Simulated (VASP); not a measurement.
# Pt (P2_1/m) in VASP: a series of runs

The runs below take Pt through single point, with LDA.

Program: VASP 6.6.1. These are calculated values, not measurements. Logs are shortened: lines on timing, memory, paths and dates and some standing lists are left out, and cuts for length are marked.

## Step 1: The cell of the first run

Symmetry: P2_1/m, No. 11, monoclinic system. Conventional cell: a = 2.708 Å, b = 4.677 Å, c = 2.708 Å, α = 90.00°, β = 120.00°, γ = 90.00°. Pt (site symmetry m) has 14 Pt at 2.71 to 3.71 Å within 3.8 Å.

## Step 2: Single point, LDA (atoms displaced along a vibrational mode)

File INCAR:

```
SYSTEM = Pt
  ALGO = Fast
  EDIFF = 1E-6
  ENCUT = 520
  GGA = CA
  ISIF = 2
  ISMEAR = 0
  LASPH = .TRUE.
  LCHARG = .FALSE.
  LREAL = .FALSE.
  LWAVE = .FALSE.
  NBANDS = 28
  NELM = 100
  PREC = Accurate
  SIGMA = 0.15
```

File KPOINTS:

```
k-points
0
G
  18 18 6
  0 0 0
```

File POSCAR:

```
Pt
1.0
    2.7082945870      0.0000000000      0.0000000000
   -1.3541472935      2.3454519133      0.0000000000
    0.0000000000      0.0000000000      9.3530207388
Pt
4
Direct
    0.6131233381      0.3222480496      0.3750000000
    0.6131233381      0.3222480496      0.8750000000
    0.3868766619      0.6777519504      0.1250000000
    0.3868766619      0.6777519504      0.6250000000
```

Potentials or basis: VASP PAW LDA potentials, release 64 (Pt).

Launch:

```sh
cat potpaw_LDA.64/Pt/POTCAR > POTCAR
mpirun -np 1 vasp_std > vasp.out
```

OUTCAR:

```text
SYSTEM = Pt
   EDIFF = 1E-6
   ENCUT = 520
   GGA = CA
   ISIF = 2
   ISMEAR = 0
   LASPH = .TRUE.
   LREAL = .FALSE.
   NELM = 100
   PREC = Accurate

 ion  position               nearest neighbor table
   1  0.613  0.322  0.375-   3 2.71   4 2.71   3 2.80   4 2.80   3 2.96   4 2.96
   2  0.613  0.322  0.875-   3 2.71   4 2.71   3 2.80   4 2.80   3 2.96   4 2.96
   3  0.387  0.678  0.125-   1 2.71   2 2.71   1 2.80   2 2.80   1 2.96   2 2.96
   4  0.387  0.678  0.625-   1 2.71   2 2.71   1 2.80   2 2.80   1 2.96   2 2.96

  LATTYP: Found a hexagonal cell.
 ALAT       =     2.7082945870
 C/A-ratio  =     3.4534724486

  Lattice vectors:

 A1 = (   2.7082945870,   0.0000000000,   0.0000000000)
 A2 = (  -1.3541472935,   2.3454519133,   0.0000000000)
 A3 = (   0.0000000000,   0.0000000000,   9.3530207388)

Analysis of symmetry for initial positions (statically):
=====================================================================
 Subroutine PRICEL returns following result:

  LATTYP: Found a hexagonal cell.
 ALAT       =     2.7082945870
 C/A-ratio  =     1.7267362243

  Lattice vectors:

 A1 = (   2.7082945870,   0.0000000000,   0.0000000000)
 A2 = (  -1.3541472935,   2.3454519133,   0.0000000000)
 A3 = (   0.0000000000,   0.0000000000,   4.6765103694)

   2 primitive cells build up your supercell.

 Routine SETGRP: Setting up the symmetry group for a
 hexagonal supercell.

 Subroutine GETGRP returns: Found  4 space group operations
 (whereof  2 operations were pure point group operations)
 out of a pool of 24 trial point group operations.

The static configuration has the point symmetry S_2 .
 The point group associated with its full space group is C_2h.

Analysis of symmetry for dynamics (positions and initial velocities):
=====================================================================
 Subroutine PRICEL returns following result:

  LATTYP: Found a hexagonal cell.
 ALAT       =     2.7082945870
 C/A-ratio  =     1.7267362243

  Lattice vectors:

 A1 = (   2.7082945870,   0.0000000000,   0.0000000000)
 A2 = (  -1.3541472935,   2.3454519133,   0.0000000000)
 A3 = (   0.0000000000,   0.0000000000,   4.6765103694)

   2 primitive cells build up your supercell.

 Routine SETGRP: Setting up the symmetry group for a
 hexagonal supercell.

 Subroutine GETGRP returns: Found  4 space group operations
 (whereof  2 operations were pure point group operations)
 out of a pool of 24 trial point group operations.

The dynamic configuration has the point symmetry S_2 .
 The point group associated with its full space group is C_2h.

 Subroutine INISYM returns: Found  4 space group operations
 (whereof  2 operations are pure point group operations),
 and found     2 'primitive' translations

----------------------------------------------------------------------------------------

                                     Primitive cell

  volume of cell :      29.7060

  direct lattice vectors                    reciprocal lattice vectors
     2.708294587  0.000000000  0.000000000     0.369236052  0.213178534  0.000000000
    -1.354147294  2.345451913  0.000000000     0.000000000  0.426357068  0.000000000
     0.000000000  0.000000000  4.676510369     0.000000000  0.000000000  0.213834659

  length of vectors
     2.708294587  2.708294587  4.676510369     0.426357068  0.426357068  0.213834659

  position of ions in fractional coordinates (direct lattice)
     0.613123338  0.322248050  0.750000000
     0.386876662  0.677751950  0.250000000

  ion indices of the primitive-cell ions
   primitive index   ion index
                 1           1
                 2           3

----------------------------------------------------------------------------------------

 KPOINTS: k-points

Automatic generation of k-mesh.
 Grid dimensions read from file:
 generate k-points for:   18   18    6

 Generating k-lattice:

  Cartesian coordinates                     Fractional coordinates (reciprocal lattice)
     0.020513114  0.011843252  0.000000000     0.055555556  0.000000000  0.000000000
     0.000000000  0.023686504  0.000000000     0.000000000  0.055555556  0.000000000
     0.000000000  0.000000000  0.017819555     0.000000000  0.000000000  0.166666667

  Length of vectors
     0.023686504  0.023686504  0.017819555

  Shift w.r.t. Gamma in fractional coordinates (k-lattice)
     0.000000000  0.000000000  0.000000000

 Subroutine IBZKPT returns following result:
 ===========================================

 Found    656 irreducible k-points:

 Following reciprocal coordinates:
            Coordinates               Weight
  0.000000  0.000000  0.000000      1.000000
  0.055556  0.000000  0.000000      2.000000
  0.000000  0.055556  0.000000      2.000000
 -0.055556  0.055556  0.000000      2.000000
  0.111111  0.000000  0.000000      2.000000
  0.000000  0.111111  0.000000      2.000000
[... 16 lines left out ...]
  0.444444 -0.000000  0.000000      2.000000
  0.000000  0.444444  0.000000      2.000000
 [... further k-points ...]
   k-points           NKPTS =    656   k-points in BZ     NKDIM =    656   number of bands    NBANDS=     28
   number of dos      NEDOS =    301   number of ions     NIONS =      4
   total plane-waves  NPLWV =  28000
   dimension x,y,z NGX =    20 NGY =   20 NGZ =   70
   dimension x,y,z NGXF=    40 NGYF=   40 NGZF=  140
   ions per type =               4
   NGX,Y,Z   is equivalent  to a cutoff of  12.28, 12.28, 12.44 a.u.
   NGXF,Y,Z  is equivalent  to a cutoff of  24.55, 24.55, 24.88 a.u.
 SYSTEM =  Pt
   PREC   = accura    normal or accurate (medium, high low for compatibility)
   ISTART =      0    job   : 0-new  1-cont  2-samecut
   ICHARG =      2    charge: 1-file 2-atom 10-const
   ISPIN  =      1    spin polarized calculation?
   LNONCOLLINEAR =      F non collinear calculations
   LSORBIT =      F    spin-orbit coupling
   LASPH  =      T    aspherical Exc in radial PAW
   ENCUT  =  520.0 eV  38.22 Ry    6.18 a.u.   5.04  5.04 17.39*2*pi/ulx,y,z
   NELM   =    100;   NELMIN=  2; NELMDL= -5     # of ELM steps
   EDIFF  = 0.1E-05   stopping-criterion for ELM
   LREAL  =      F    real-space projection
   EDIFFG = 0.1E-04   stopping-criterion for IOM
   NSW    =      0    number of steps for IOM
   IBRION =     -1    ionic relax: 0-MD 1-quasi-New 2-CG
   NFREE  =      0    steps in history (QN), initial steepest desc. (CG)
   ISIF   =      2    stress and relaxation
   ISYM   =      2    0-nonsym 1-usesym 2-fastsym
   POTIM  = 0.5000    time-step for ionic-motion
   TEBEG  =    0.0;   TEEND  =   0.0 temperature during run
   PSTRESS=    0.0 pullay stress
   NELECT =      40.0000    total number of electrons
   NUPDOWN=      -1.0000    fix difference up-down
   EMIN   =  10.00;   EMAX   =-10.00  energy-range for DOS
   EFERMI =   0.00;   METHOD = LEGACY
   ISMEAR =     0;   SIGMA  =   0.15  broadening in eV -4-tet -1-fermi 0-gaus
   EFERMI_NEDOS =   21; number of points for ismear=-14 and -15
   IALGO  =     68    algorithm
   IMIX   =      4    mixing-type and parameters
     AMIX     =   0.40;   BMIX     =  1.00
     AMIX_MAG =   1.60;   BMIX_MAG =  1.00
  volume/ion in A,a.u.               =      14.85       100.23
  Fermi-wavevector in a.u.,A,eV,Ry     =   1.434840  2.711454 28.011198  2.058765
  Thomas-Fermi vector in A             =   2.554204
   LORBIT       =      0    0 simple, 1 ext, 2 COOP (PROOUT), +10 PAW based schemes
   GGA     = CA    functional components
   LHFCALC =     F    Hartree Fock is set to
   AEXX    =    0.0000 exact exchange contribution
   IVDW    =     0    specifies the selected vdW correction
   LEPSILON=     F    determine dielectric tensor
   LRPA    =     F    only Hartree local field effects (RPA)
 non-spin polarized calculation
 RMM-DIIS sequential band-by-band and
 Gauss-broadening in eV      SIGMA  =   0.15
  energy-cutoff  :      520.00
  volume of cell :       59.41
 maximum number of plane-waves:      1629
   NGX = 11   NGY = 11   NGZ = 35

 number of electron      40.0000001 magnetization

 Free energy of the ion-electron system (eV)
  ---------------------------------------------------
  ext. energy  EPLUGINS =         0.00000000
  ---------------------------------------------------
  free energy    TOTEN  =       -29.81970907 eV

  energy without entropy =      -29.75529871  energy(sigma->0) =      -29.78750389

 E-fermi :  11.4185     XC(G=0): -13.7693

 val. band max:       11.4162699560   @ k =   0.4444  -0.1111   0.0000
 cond. band min:      11.4186129565   @ k =   0.5000  -0.1111  -0.1667
 fundamental gap:      0.0023430005
 Fermi energy:        11.4185179215

 k-point     1 :       0.0000    0.0000    0.0000
  band No.  band energies     occupation
      1       1.0209      2.00000
      2       2.8580      2.00000
      3       2.8580      2.00000
      4       3.7308      2.00000
      5       6.8119      2.00000
      6       6.9781      2.00000
[... 20 lines left out ...]
     27      23.8211      0.00000
     28      26.3248      0.00000

 k-point     2 :       0.0556    0.0000    0.0000
  band No.  band energies     occupation
      1       1.1379      2.00000
      2       2.9724      2.00000
      3       2.9724      2.00000
      4       3.8340      2.00000
      5       6.8327      2.00000
      6       6.9389      2.00000
[... 20 lines left out ...]
     27      23.9162      0.00000
     28      26.5498      0.00000

 k-point     3 :       0.0000    0.0556    0.0000
  band No.  band energies     occupation
      1       1.1402      2.00000
      2       2.9754      2.00000
      3       2.9754      2.00000
      4       3.8438      2.00000
      5       6.8305      2.00000
      6       6.9009      2.00000
[... 20 lines left out ...]
     27      23.8944      0.00000
     28      26.5069      0.00000

 k-point     4 :      -0.0556    0.0556    0.0000
  band No.  band energies     occupation
      1       1.1408      2.00000
      2       2.9763      2.00000
      3       2.9763      2.00000
      4       3.8463      2.00000
      5       6.8186      2.00000
      6       6.8940      2.00000
[... 20 lines left out ...]
     27      23.8816      0.00000
     28      26.4826      0.00000

 k-point     5 :       0.1111    0.0000    0.0000
  band No.  band energies     occupation
      1       1.4783      2.00000
      2       3.2982      2.00000
      3       3.2982      2.00000
      4       4.1196      2.00000
      5       6.8198      2.00000
      6       6.8198      2.00000
[... 20 lines left out ...]
     27      24.1790      0.00000
     28      27.1610      0.00000

 k-point     6 :       0.0000    0.1111    0.0000
  band No.  band energies     occupation
      1       1.4889      2.00000
      2       3.3094      2.00000
      3       3.3094      2.00000
      4       4.1647      2.00000
      5       6.7051      2.00000
      6       6.7051      2.00000
[... 463 lines left out ...]
      5       5.5182      2.00000
      6       5.6931      2.00000
[... 20 lines left out ...]
     27      20.5877      0.00000
     28      20.5877      0.00000

 k-point    22 :      -0.3889    0.3889    0.0000
  band No.  band energies     occupation
      1       4.2742      2.00000
      2       4.2742      2.00000
      3       4.4312      2.00000
      4       4.8055      2.00000
      5       5.6983      2.00000
      6       5.6983      2.00000
[... 20 lines left out ...]
     27      20.6844      0.00000
     28      20.6844      0.00000

 k-point    23 :       0.4444   -0.0000    0.0000
  band No.  band energies     occupation
      1       4.0945      2.00000
      2       4.3670      2.00000
      3       4.4461      2.00000
      4       4.4461      2.00000
      5       4.8800      2.00000
      6       5.8131      2.00000
[... 20 lines left out ...]
     27      18.5981      0.00000
     28      18.7376      0.00000

 k-point    24 :       0.0000    0.4444    0.0000
  band No.  band energies     occupation
      1       4.2403      2.00000
      2       4.2403      2.00000
      3       4.4557      2.00000
      4       4.6012      2.00000
      5       5.3023      2.00000
      6       5.5793      2.00000
[... 20 lines left out ...]
     27      19.1016      0.00000
     28      20.5618      0.00000

 [... further k-points ...]

------------------------ aborting loop because EDIFF is reached ----------------------------------------

  FORCE on cell =-STRESS in cart. coord.  units (eV):
  Direction    XX          YY          ZZ          XY          YZ          ZX
  --------------------------------------------------------------------------------------
  -------------------------------------------------------------------------------------
  Total        0.6353283      0.1541883      0.7723109     -0.1801704      0.0000000      0.0000000
  in kB       17.1330404      4.1580316     20.8270819     -4.8586956      0.0000000      0.0000000
  external PRESSURE =      14.0393846 kB  Pullay stress =       0.0000000 kB

 VOLUME and BASIS-vectors are now :
 -----------------------------------------------------------------------------
  energy-cutoff  :      520.00
  volume of cell :       59.41
      direct lattice vectors                 reciprocal lattice vectors
     2.708294587  0.000000000  0.000000000     0.369236052  0.213178534  0.000000000
    -1.354147294  2.345451913  0.000000000     0.000000000  0.426357068  0.000000000
     0.000000000  0.000000000  9.353020739     0.000000000  0.000000000  0.106917329

 POSITION                                       TOTAL-FORCE (eV/Angst)
 -----------------------------------------------------------------------------------
      1.22415      0.75582      3.50738        -0.024826     -0.194719      0.000000
      1.22415      0.75582      8.18389        -0.024826     -0.194719      0.000000
      0.13000      1.58963      1.16913         0.024826      0.194719     -0.000000
      0.13000      1.58963      5.84564         0.024826      0.194719     -0.000000
 -----------------------------------------------------------------------------------
    total drift:                               -0.000000      0.000000      0.000000

  FREE ENERGIE OF THE ION-ELECTRON SYSTEM (eV)
  ---------------------------------------------------
  free  energy   TOTEN  =       -29.8197090735 eV

  energy  without entropy=      -29.7552987100  energy(sigma->0) =      -29.78750389
```

It took 14 min on 1 thread of Intel Xeon Platinum 8488C (Sapphire Rapids), shared host; peak memory 0.79 GiB.

Results:

| Item | Value |
| --- | --- |
| Free energy | -29.8197 eV |
| Pressure | 1.4 GPa |
| Largest force | 0.196 eV/Å |
| Band gap on the k mesh | zero (bands 20 and 21 overlap by 1.51 eV) |

Forces in eV/Å, atoms in the order of the input:
```
Pt  -0.025 -0.195  0.000
Pt  -0.025 -0.195  0.000
Pt   0.025  0.195  0.000
Pt   0.025  0.195  0.000
```

Caveat: the cell differs from its parent crystal (atoms displaced along a vibrational mode); spin-orbit coupling is left out, which moves the levels of the heavy elements.

## Step 3: Single point, LDA (atoms displaced along a vibrational mode)

File INCAR:

```
PREC = Accurate
ENCUT = 520
EDIFF = 1E-7
ISMEAR = 0
SIGMA = 0.15
LREAL = F
LASPH = T
NELM = 100
ALGO = Fast
ISIF = 2
LWAVE = F
LCHARG = F
GGA = CA
NBANDS = 28
```

File KPOINTS:

```
regular mesh
0
Gamma
  18 18 6
```

File POSCAR:

```
Pt
1.0
    2.7082945870      0.0000000000      0.0000000000
   -1.3541472935      2.3454519133      0.0000000000
    0.0000000000      0.0000000000      9.3530207388
Pt
4
Direct
    0.6171808335      0.3111627658      0.3750000000
    0.6171808335      0.3111627658      0.8750000000
    0.3828191665      0.6888372342      0.1250000000
    0.3828191665      0.6888372342      0.6250000000
```

Potentials or basis: VASP PAW LDA potentials, release 64 (Pt).

Launch:

```sh
cat potpaw_LDA.64/Pt/POTCAR > POTCAR
mpirun -np 1 vasp_std > vasp.out
```

Wall time 23 min (1 thread of Intel Xeon 8259CL, shared host); peak memory 0.79 GiB.

Results (log left out):

| Item | Value |
| --- | --- |
| Free energy | -29.8277 eV |
| Pressure | 1.4 GPa |
| Largest force | 0.137 eV/Å |
| Band gap on the k mesh | zero (bands 20 and 21 overlap by 1.49 eV) |

Forces in eV/Å, atoms in the order of the input:
```
Pt  -0.104 -0.089  0.000
Pt  -0.104 -0.089  0.000
Pt   0.104  0.089  0.000
Pt   0.104  0.089  0.000
```

Stress tensor (GPa, compression positive):
```
 1.45 -0.09  0.00
-0.09  1.23  0.00
 0.00  0.00  1.55
```

Levels at points of the mesh, in eV from the Fermi level:
| k point | band 18 | band 19 | band 20 | band 21 | band 22 | band 23 |
| --- | --- | --- | --- | --- | --- | --- |
| (0.00, 0.00, 0.00) | -1.09 | -1.09 | -0.96 | -0.79 | -0.78 | -0.78 |
| (0.50, 0.00, 0.00) | 0.44 | 0.45 | 0.45 | 1.79 | 2.38 | 2.38 |
| (0.00, 0.50, 0.00) | 0.43 | 0.43 | 0.56 | 1.37 | 1.37 | 2.62 |
| (0.50, 0.50, 0.00) | 0.43 | 0.43 | 0.58 | 1.30 | 1.30 | 2.68 |
| (0.00, 0.00, 0.50) | -2.07 | -1.15 | -1.15 | -0.72 | -0.72 | -0.17 |
| (0.50, 0.00, 0.50) | 0.42 | 0.46 | 0.46 | 0.66 | 0.66 | 3.95 |
| (0.00, 0.50, 0.50) | 0.33 | 0.53 | 0.53 | 1.67 | 1.67 | 3.14 |
| (0.50, 0.50, 0.50) | 0.32 | 0.53 | 0.53 | 1.74 | 1.74 | 3.08 |

Caveat: the cell differs from its parent crystal (atoms displaced along a vibrational mode); spin-orbit coupling is left out, which moves the levels of the heavy elements.

## Step 4: Single point, LDA (atoms displaced along a vibrational mode)

File INCAR:

```
SYSTEM = Pt
PREC = Accurate ; ENCUT = 520
EDIFF = 1E-6 ; ISMEAR = 0
SIGMA = 0.15 ; LREAL = .FALSE.
LASPH = .TRUE. ; NELM = 100
ALGO = Fast ; ISIF = 2
LWAVE = .FALSE. ; LCHARG = .TRUE.
LELF = .TRUE. ; LVHAR = .TRUE.
NBANDS = 28
```

File KPOINTS:

```
Automatic mesh
0
G
  18 18 6
  0 0 0
```

File POSCAR:

```
Pt
1.0
    2.7082945870      0.0000000000      0.0000000000
   -1.3541472935      2.3454519133      0.0000000000
    0.0000000000      0.0000000000      9.3530207388
Pt
4
Direct
    0.6348959618      0.2889921983      0.3750000000
    0.6348959618      0.2889921983      0.8750000000
    0.3651040382      0.7110078017      0.1250000000
    0.3651040382      0.7110078017      0.6250000000
```

Launch:

```sh
cat potpaw_LDA.64/Pt/POTCAR > POTCAR
mpirun -np 1 vasp_std > vasp.out
```

Run time: 8.3 min. Hardware: 1 thread of Intel Xeon 6975P-C (Granite Rapids), shared host; peak memory 0.78 GiB.

Results (log left out):

| Item | Value |
| --- | --- |
| Free energy | -29.7855 eV |
| Pressure | 1.8 GPa |
| Largest force | 0.153 eV/Å |
| Band gap on the k mesh | zero (bands 20 and 21 overlap by 1.45 eV) |

Forces in eV/Å, atoms in the order of the input:
```
Pt  -0.068  0.137  0.000
Pt  -0.068  0.137  0.000
Pt   0.068 -0.137  0.000
Pt   0.068 -0.137  0.000
```

Stress tensor (GPa, compression positive):
```
-0.10  0.11  0.00
 0.11  2.62  0.00
 0.00  0.00  2.75
```

Levels at points of the mesh, in eV from the Fermi level:
```
           k point  band 18  band 19  band 20  band 21  band 22  band 23
(0.00, 0.00, 0.00)    -1.03    -1.03    -0.96    -0.76    -0.76    -0.73
(0.50, 0.00, 0.00)     0.45     0.45     0.45     2.01     2.14     2.14
(0.00, 0.50, 0.00)     0.43     0.43     0.63     1.05     1.05     2.88
(0.50, 0.50, 0.00)     0.44     0.44     0.50     1.88     1.88     2.23
(0.00, 0.00, 0.50)    -1.93    -1.21    -1.21    -0.66    -0.66    -0.21
(0.50, 0.00, 0.50)     0.43     0.45     0.45     0.91     0.91     3.76
(0.00, 0.50, 0.50)     0.29     0.57     0.57     1.98     1.98     2.89
(0.50, 0.50, 0.50)     0.39     0.48     0.48     1.19     1.19     3.54
```

Caveat: the cell differs from its parent crystal (atoms displaced along a vibrational mode); spin-orbit coupling is left out, which moves the levels of the heavy elements.

[end of part 1 of 2]
